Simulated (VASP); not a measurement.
# CuO (P6_3mc) in VASP: vibrations by perturbation theory with LDA

Aim: the vibrations by perturbation theory of CuO with LDA.

Everything below comes from runs of VASP 6.6.1. Logs are shortened: lines on timing, memory, paths and dates and some standing lists are left out, and cuts for length are marked.

## 1. The cell of the first run

Symmetry: P6_3mc, No. 186, hexagonal system. The conventional cell has a = 3.288 Å, b = 3.288 Å, c = 5.385 Å, α = 90.00°, β = 90.00°, γ = 120.00°. Within 2.7 Å of Cu (site symmetry 3m) lie 4 O at 2.01 to 2.02 Å. O (site symmetry 3m) has 4 Cu at 2.01 to 2.02 Å within 2.7 Å.

## 2. Vibrations by perturbation theory, LDA

The input, INCAR:

```
PREC = Accurate
ENCUT = 520
EDIFF = 1E-8
ISMEAR = -1
SIGMA = 0.05
LREAL = False
LASPH = True
NELM = 80
ALGO = Normal
ISIF = 2
LWAVE = False
LCHARG = True
IBRION = 8
NSW = 1
```

The input, KPOINTS:

```
Automatic mesh
0
Gamma
  8 8 4
```

The input, POSCAR:

```
CuO
1.0
    3.2880244300      0.0000000000      0.0000000000
   -1.6440122100      2.8475126800      0.0000000000
    0.0000000000      0.0000000000      5.3850248600
Cu O
2 2
Direct
    0.6666666667      0.3333333333      0.0000000000
    0.3333333333      0.6666666667      0.5000000000
    0.6666666667      0.3333333333      0.6252000000
    0.3333333333      0.6666666667      0.1252000000
```

Potentials or basis: VASP PAW LDA potentials, release 64 (Cu, O).

Started as:

```sh
cat potpaw_LDA.64/Cu/POTCAR potpaw_LDA.64/O/POTCAR > POTCAR
mpirun -np 1 vasp_std > vasp.out
```

OUTCAR:

```text
PREC = Accurate
   ENCUT = 520
   EDIFF = 1E-8
   ISMEAR = -1
   LREAL = False
   LASPH = True
   NELM = 80
   ISIF = 2
   IBRION = 8
   NSW = 1

 ion  position               nearest neighbor table
   1  0.667  0.333  0.000-   4 2.01   4 2.01   4 2.01   3 2.02
   2  0.333  0.667  0.500-   3 2.01   3 2.01   3 2.01   4 2.02
   3  0.667  0.333  0.625-   2 2.01   2 2.01   2 2.01   1 2.02
   4  0.333  0.667  0.125-   1 2.01   1 2.01   1 2.01   2 2.02

  LATTYP: Found a hexagonal cell.
 ALAT       =     3.2880244300
 C/A-ratio  =     1.6377691148

  Lattice vectors:

 A1 = (   3.2880244300,   0.0000000000,   0.0000000000)
 A2 = (  -1.6440122100,   2.8475126800,   0.0000000000)
 A3 = (   0.0000000000,   0.0000000000,   5.3850248600)

Analysis of symmetry for initial positions (statically):
=====================================================================
 Subroutine PRICEL returns:
 Original cell was already a primitive cell.

 Routine SETGRP: Setting up the symmetry group for a
 hexagonal supercell.

 Subroutine GETGRP returns: Found 12 space group operations
 (whereof  6 operations were pure point group operations)
 out of a pool of 24 trial point group operations.

The static configuration has the point symmetry C_3v.
 The point group associated with its full space group is C_6v.

Analysis of symmetry for dynamics (positions and initial velocities):
=====================================================================
 Subroutine PRICEL returns:
 Original cell was already a primitive cell.

 Routine SETGRP: Setting up the symmetry group for a
 hexagonal supercell.

 Subroutine GETGRP returns: Found 12 space group operations
 (whereof  6 operations were pure point group operations)
 out of a pool of 24 trial point group operations.

The dynamic configuration has the point symmetry C_3v.
 The point group associated with its full space group is C_6v.

 Subroutine INISYM returns: Found 12 space group operations
 (whereof  6 operations are pure point group operations),
 and found     1 'primitive' translations

----------------------------------------------------------------------------------------

                                     Primitive cell

  volume of cell :      50.4183

  direct lattice vectors                    reciprocal lattice vectors
     3.288024430  0.000000000  0.000000000     0.304133993  0.175591843  0.000000000
    -1.644012210  2.847512680  0.000000000     0.000000000  0.351183686  0.000000000
     0.000000000  0.000000000  5.385024860     0.000000000  0.000000000  0.185700164

  length of vectors
     3.288024430  3.288024423  5.385024860     0.351183686  0.351183686  0.185700164

  position of ions in fractional coordinates (direct lattice)
     0.666666667  0.333333333  0.000000000
     0.333333333  0.666666667  0.500000000
     0.666666667  0.333333333  0.625200000
     0.333333333  0.666666667  0.125200000

  ion indices of the primitive-cell ions
   primitive index   ion index
                 1           1
                 2           2
                 3           3
                 4           4

----------------------------------------------------------------------------------------

 KPOINTS: Automatic mesh

Automatic generation of k-mesh.
 Grid dimensions read from file:
 generate k-points for:    8    8    4

 Generating k-lattice:

  Cartesian coordinates                     Fractional coordinates (reciprocal lattice)
     0.038016749  0.021948980  0.000000000     0.125000000 -0.000000000  0.000000000
     0.000000000  0.043897961  0.000000000     0.000000000  0.125000000  0.000000000
     0.000000000  0.000000000  0.046425041     0.000000000  0.000000000  0.250000000

  Length of vectors
     0.043897961  0.043897961  0.046425041

  Shift w.r.t. Gamma in fractional coordinates (k-lattice)
     0.000000000  0.000000000  0.000000000

[... 65 lines left out ...]
   ISMEAR =    -1;   SIGMA  =   0.05  broadening in eV -4-tet -1-fermi 0-gaus
   EFERMI_NEDOS =   21; number of points for ismear=-14 and -15
   IALGO  =     38    algorithm
   IMIX   =      4    mixing-type and parameters
     AMIX     =   0.40;   BMIX     =  1.00
     AMIX_MAG =   1.60;   BMIX_MAG =  1.00
  volume/ion in A,a.u.               =      12.60        85.06
  Fermi-wavevector in a.u.,A,eV,Ry     =   1.435616  2.712921 28.041522  2.060994
  Thomas-Fermi vector in A             =   2.554895
   LORBIT       =      0    0 simple, 1 ext, 2 COOP (PROOUT), +10 PAW based schemes
   GGA     = CA    functional components
   LHFCALC =     F    Hartree Fock is set to
   AEXX    =    0.0000 exact exchange contribution
   IVDW    =     0    specifies the selected vdW correction
   LEPSILON=     F    determine dielectric tensor
   LRPA    =     F    only Hartree local field effects (RPA)
 non-spin polarized calculation
  energy-cutoff  :      520.00
  volume of cell :       50.42
 maximum number of plane-waves:      1376
   NGX = 13   NGY = 13   NGZ = 21

--------------------------------------- Ionic step        1  -------------------------------------------

 number of electron      34.0000003 magnetization

 Free energy of the ion-electron system (eV)
  ---------------------------------------------------
  ext. energy  EPLUGINS =         0.00000000
  ---------------------------------------------------
  free energy    TOTEN  =       -22.10720047 eV

  energy without entropy =      -22.05602933  energy(sigma->0) =      -22.08161490

 E-fermi :   2.7155     XC(G=0): -11.1229

 val. band max:        2.7023016167   @ k =   0.1250   0.0000   0.2500
 cond. band min:       2.7185620245   @ k =   0.2500   0.1250   0.2500
 fundamental gap:      0.0162604077
 Fermi energy:         2.7155448394

 k-point     1 :       0.0000    0.0000    0.0000
  band No.  band energies     occupation
      1     -15.2328      2.00000
      2     -14.6526      2.00000
      3      -2.6972      2.00000
      4      -1.6288      2.00000
      5      -1.6288      2.00000
      6      -1.6169      2.00000
[... 565 lines left out ...]
     20       8.1851      0.00000
     21      11.4101      0.00000

 [... further k-points ...]

------------------------ aborting loop because EDIFF is reached ----------------------------------------

  FORCE on cell =-STRESS in cart. coord.  units (eV):
  Direction    XX          YY          ZZ          XY          YZ          ZX
  --------------------------------------------------------------------------------------
  -------------------------------------------------------------------------------------
  Total       -6.3110724     -6.3110724     -6.0217621     -0.0000000     -0.0000000      0.0000000
  in kB     -200.5512302   -200.5512295   -191.3576214     -0.0000004     -0.0000000      0.0000000
  external PRESSURE =    -197.4866937 kB  Pullay stress =       0.0000000 kB

 VOLUME and BASIS-vectors are now :
 -----------------------------------------------------------------------------
  energy-cutoff  :      520.00
  volume of cell :       50.42
      direct lattice vectors                 reciprocal lattice vectors
     3.288024430  0.000000000  0.000000000     0.304133993  0.175591843  0.000000000
    -1.644012210  2.847512680  0.000000000     0.000000000  0.351183686  0.000000000
     0.000000000  0.000000000  5.385024860     0.000000000  0.000000000  0.185700164

 POSITION                                       TOTAL-FORCE (eV/Angst)
 -----------------------------------------------------------------------------------
      1.64401      0.94917      0.00000        -0.000000     -0.000000     -0.066706
      0.00000      1.89834      2.69251         0.000000      0.000000     -0.066706
      1.64401      0.94917      3.36672        -0.000000     -0.000000      0.066706
      0.00000      1.89834      0.67421         0.000000      0.000000      0.066706
 -----------------------------------------------------------------------------------
    total drift:                               -0.000000     -0.000001     -0.000250

  FREE ENERGIE OF THE ION-ELECTRON SYSTEM (eV)
  ---------------------------------------------------
  free  energy   TOTEN  =       -22.1072004668 eV

  energy  without entropy=      -22.0560293280  energy(sigma->0) =      -22.08161490

[... ionic steps 2 to 9 ...]

--------------------------------------- Ionic step       10  -------------------------------------------

------------------------ aborting loop because EDIFF is reached ----------------------------------------

[... ionic steps 11 to 11 ...]

--------------------------------------- Ionic step       12  -------------------------------------------

 Free energy of the ion-electron system (eV)
  ---------------------------------------------------
  ---------------------------------------------------
  free energy    TOTEN  =        -0.36973502 eV

  energy without entropy =       -0.36973604

------------------------ aborting loop because EDIFF is reached ----------------------------------------

 INTERNAL STRAIN TENSOR  FOR ION    3  DIRECTION 3   (eV/Angst):
 -----------------------------------------------------------------------------
    -0.20970 -0.00000 -0.00000
    -0.00000 -0.20970  0.00000
    -0.00000 -0.00000 -0.69723

 INTERNAL STRAIN TENSOR FOR ION    4 for displacements in x,y,z  (eV/Angst):
          X           Y           Z          XY          YZ          ZX
  --------------------------------------------------------------------------------
  x    -0.00000     0.00000     0.00000    -1.68924    -0.00000    -0.32936
  y    -1.68924     1.68924     0.00000     0.00000    -0.50155    -0.00000
  z    -0.20970    -0.20970    -0.69723    -0.00000    -0.00000     0.00000

 SECOND DERIVATIVES (NOT SYMMETRIZED)
 ------------------------------------
               1X          1Y          1Z          2X          2Y          2Z          3X          3Y          3Z          4X          4Y          4Z
  1X    -2.205102   -0.000000   -0.000000   -0.136136   -0.000000    0.000000    0.503239    0.000000   -0.000000    1.837999    0.000000    0.000000
  1Y    -0.000000   -2.205102   -0.000000   -0.000000   -0.136136    0.000000    0.000000    0.503239   -0.000000    0.000000    1.837999    0.000000
  1Z    -0.000000    0.000000   -4.610380   -0.000000    0.000000    3.397659    0.000000   -0.000000    0.254376    0.000000    0.000000    0.958345
  2X    -0.136136   -0.000000   -0.000000   -2.205102   -0.000000    0.000000    1.837999    0.000000   -0.000000    0.503239    0.000000    0.000000
  2Y    -0.000000   -0.136136    0.000000   -0.000000   -2.205102    0.000000    0.000000    1.837999    0.000000    0.000000    0.503239    0.000000
  2Z     0.000000   -0.000000    3.397659    0.000000    0.000000   -4.610380    0.000000   -0.000000    0.958345   -0.000000    0.000000    0.254376
  3X     0.481689    0.000000    0.000000    1.920820    0.000000    0.000000   -2.945794   -0.000000    0.000000    0.543286    0.000000   -0.000000
  3Y     0.000000    0.481689    0.000000    0.000000    1.920820    0.000000   -0.000000   -2.945794    0.000000    0.000000    0.543286   -0.000000
  3Z     0.000000    0.000000    0.220196   -0.000000    0.000000    0.919851    0.000000    0.000000   -4.784853    0.000000    0.000000    3.644806
  4X     1.920820    0.000000   -0.000000    0.481689    0.000000   -0.000000    0.543286    0.000000    0.000000   -2.945794   -0.000000    0.000000
  4Y     0.000000    1.920820    0.000000    0.000000    0.481689    0.000000    0.000000    0.543286   -0.000000   -0.000000   -2.945794    0.000000
  4Z     0.000000    0.000000    0.919851   -0.000000   -0.000000    0.220196    0.000000   -0.000000    3.644806    0.000000    0.000000   -4.784853

 Eigenvectors and eigenvalues of the dynamical matrix
 ----------------------------------------------------

   1 f  =   11.360352 THz    71.379199 2PiTHz  378.940565 cm-1    46.982621 meV
             X         Y         Z           dx          dy          dz
      1.644012  0.949171  0.000000    -0.000000    0.000000   -0.038653
      0.000000  1.898342  2.692512    -0.000000    0.000000    0.038653
      1.644012  0.949171  3.366718    -0.000000    0.000000   -0.706050
      0.000000  1.898342  0.674205     0.000000   -0.000000    0.706050
[... 71 lines left out ...]
  12 f/i=    0.059269 THz     0.372400 2PiTHz    1.977011 cm-1     0.245118 meV
             X         Y         Z           dx          dy          dz
      1.644012  0.949171  0.000000     0.000000   -0.000000   -0.627954
      0.000000  1.898342  2.692512     0.000000   -0.000000   -0.627954
      1.644012  0.949171  3.366718     0.000000   -0.000000   -0.325074
      0.000000  1.898342  0.674205     0.000000   -0.000000   -0.325074

--------------------------------------------------------------------------------------------------------

 ELASTIC MODULI CONTR FROM IONIC RELAXATION (kBar)
 Direction    XX          YY          ZZ          XY          YZ          ZX
 --------------------------------------------------------------------------------
 XX         -66.2705     62.2560     -7.3632     -0.0000      0.0000     -0.0000
 YY          62.2560    -66.2705     -7.3632     -0.0000     -0.0000      0.0000
 ZZ          -7.3632     -7.3632    -27.0107     -0.0000     -0.0000      0.0000
 XY          -0.0000     -0.0000     -0.0000    -64.2633     -0.0000     -0.0000
 YZ           0.0000     -0.0000     -0.0000      0.0000     -2.5302     -0.0000
 ZX          -0.0000      0.0000      0.0000     -0.0000     -0.0000     -4.1007
 --------------------------------------------------------------------------------
```

It took 11 min on 1 thread of Intel Xeon 8259CL, shared host; peak memory 0.44 GiB.

Results:

* Highest phonon frequency at Γ, LO-TO splitting left out: 379 cm⁻¹

Phonon frequencies in cm⁻¹ (negative: imaginary):
```tsv
q point	frequencies
(0.000, 0.000, 0.000)	-2 -1 -1 79 79 157 184 226 226 249 249 379
```

Caveat: the cell stands under pressure or tension, which shifts response properties.
